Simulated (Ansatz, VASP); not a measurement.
# One calculation of Si, two programs

```xyz
4
Lattice="3.8475 0.0000 0.0000 -1.9238 3.3321 0.0000 0.0000 0.0000 18.4416" Properties=species:S:1:pos:R:3 pbc="T T T"
Si    0.0000    2.2214    4.9708
Si    1.9238    1.1107    4.5000
Si   -0.9619    3.8874    9.4416
Si    0.9619    2.7767    8.9708
```

Alike in both runs: task single point; functional PBE; dispersion D3(BJ); k mesh 9 × 9 × 1; occupations gaussian, width 0.1 eV; no spin polarisation.

```csv
,VASP,Ansatz
version,VASP 6.6.1,Ansatz 0.2.0
potentials or method,"VASP PAW PBE potentials, release 64 (Si), cutoff 520 eV","scalar-relativistic, plane waves, PAW"
valence electrons in the cell,16,16
```

Ansatz gave:

```
gap on the k mesh at the Fermi level (eV) : 0.18
least direct gap on the mesh (eV)         : 0.18
rms of the force components (eV/Å)        : 0.074
```

Problem. Which values does VASP return?

Solution. gap on the k mesh at the Fermi level (eV): 0.18; least direct gap on the mesh (eV): 0.18; rms of the force components (eV/Å): 0.073.

Atom by atom the forces differ by 0.003 eV/Å (rms over components).
